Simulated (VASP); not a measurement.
Crystal: Sn.

```
Sn
1.0
     0.00000    3.21164    3.21164
     3.21164    0.00000    3.21164
     3.21164    3.21164    0.00000
Sn
2
Direct
  0.75000 0.75000 0.75000
  0.50000 0.50000 0.50000
```

This cell differs from its parent crystal: volume scaled by 0.98.

Program: VASP 6.6.1. Alike in all runs: task single point; no spin polarisation; cell as given; k mesh 7 × 7 × 7; cutoff (eV) 520; smearing fermi-dirac 0.05 eV.

**Question.** Order these runs on this cell by their pressure, lowest first.
A. level PBE; potentials or basis VASP PAW PBE potentials, release 64 (Sn_d)
B. level LDA; potentials or basis VASP PAW LDA potentials, release 64 (Sn_d)
C. level r2SCAN+D3(BJ); potentials or basis VASP PAW PBE potentials, release 64 (Sn_d)
D. level BLYP; potentials or basis VASP PAW PBE potentials, release 64 (Sn_d)

**Answer.** B (1.1 GPa), C (2.6 GPa), A (4.9 GPa), D (7.7 GPa).

Caveats: the PAW data sets were made with another functional, which shifts forces and pressure a little (some runs); pairwise dispersion overbinds metals, which lowers pressure and volume (some runs).
